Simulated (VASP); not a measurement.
Set up this calculation in VASP 6.6.1, as the native input.

- Task: single point
- Functional: PBE
- Potentials or basis: VASP PAW PBE potentials, release 64 (Cd, S)
- Cutoff: 520 eV
- k mesh: 6 × 6 × 6
- Occupations: gaussian, width 0.01 eV
- Spin: no spin polarisation
- Dipole correction: no
- Further INCAR settings: ALGO = Normal; EDIFF = 1e-06; NBANDS = 16

The structure of CdS (Hawleyite) lies in POSCAR:

```
CdS
1.0
    0.0000000000      2.9674535076      2.9674535076
    2.9674535076      0.0000000000      2.9674535076
    2.9674535076      2.9674535076      0.0000000000
Cd S
1 1
Direct
    0.0000000000      0.0000000000      0.0000000000
    0.2500000000      0.2500000000      0.2500000000
```

One way to write it, as run:

INCAR

```
SYSTEM = CdS
PREC = Accurate
ENCUT = 520
EDIFF = 1E-6
ISMEAR = 0
SIGMA = 0.01
LREAL = .FALSE.
LASPH = .TRUE.
NELM = 80
ALGO = Normal
ISIF = 2
LWAVE = .FALSE.
LCHARG = .FALSE.
GGA = PE
NBANDS = 16
```

KPOINTS

```
Automatic mesh
0
G
  6 6 6
  0 0 0
```

Potentials or basis: VASP PAW PBE potentials, release 64 (Cd, S).

Command:

```bash
$ cat potpaw_PBE.64/Cd/POTCAR potpaw_PBE.64/S/POTCAR > POTCAR
$ mpirun -np 1 vasp_std > vasp.out
```

It gave:

```yaml
Pressure: 0.1 GPa
Band_gap_on_the_k_mesh: 1.03 eV, direct
```

Run time: 7.3 s on 1 thread of Intel(R) Xeon(R) Platinum 8488C (Sapphire Rapids), with other jobs on the host, peak memory 0.18 GiB.
